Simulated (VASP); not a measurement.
Write the native input for VASP 6.6.1 that does the following.

```
Task                   : single point
Functional             : LDA
Potentials or basis    : VASP PAW LDA potentials, release 64 (Ti_sv, Te)
Cutoff                 : 500 eV
k mesh                 : 5 × 5 × 5
Occupations            : gaussian, width 0.05 eV
Spin                   : collinear spin
Starting moments       : [1.85, -0.13] μB
Fixed moment           : 1.8 μB
Hubbard terms          : Ti d U = 3.0 eV
Dipole correction      : no
Further INCAR settings : ALGO = Normal; EDIFF = 1e-06; NBANDS = 20
```

The structure of TiTe lies in POSCAR:

```
TiTe
1.0
    3.6310931200      0.0000000000      0.0000000000
    0.0000000000      3.6310931200      0.0000000000
    0.0000000000      0.0000000000      3.6310931200
Ti Te
1 1
Direct
    0.0000000000      0.0000000000      0.0000000000
    0.5000000000      0.5000000000      0.5000000000
```

One way to write it, as run:

INCAR

```
SYSTEM = TiTe
ALGO = Normal
EDIFF = 1E-6
ENCUT = 500
GGA_COMPAT = .FALSE.
ISIF = 2
ISMEAR = 0
ISPIN = 2
LASPH = .TRUE.
LCHARG = .FALSE.
LDAU = .TRUE.
LDAUJ = 0 0
LDAUL = 2 -1
LDAUPRINT = 1
LDAUTYPE = 2
LDAUU = 3 0
LMAXMIX = 4
LORBIT = 11
LREAL = .FALSE.
LWAVE = .FALSE.
MAGMOM = 1.85 -0.13
NBANDS = 20
NELM = 200
NUPDOWN = 1.8
PREC = Accurate
SIGMA = 0.05
```

KPOINTS

```
k-points
0
G
  5 5 5
  0 0 0
```

Potentials or basis: VASP PAW LDA potentials, release 64 (Ti_sv, Te).

Run with:

```bash
$ cat potpaw_LDA.64/Ti_sv/POTCAR potpaw_LDA.64/Te/POTCAR > POTCAR
$ mpirun -np 1 vasp_std > vasp.out
```

Results of the run:

```yaml
Pressure: -5.7 GPa
Net_moment: 1.80 μB per cell
Site_moments: Ti +1.48; Te -0.06 μB
Valence_electrons_inside_the_program's_atomic_spheres: Ti 10.06; Te 3.46
```

Caveat: the cell stands under tension; the total moment is fixed, so each spin has its own Fermi level and the state may be an excited one; the U is typed as a test and isn't derived for this compound.

It took 47 s on 1 thread of Intel(R) Xeon(R) 6975P-C (Granite Rapids), with other jobs on the host, peak memory 0.15 GiB.
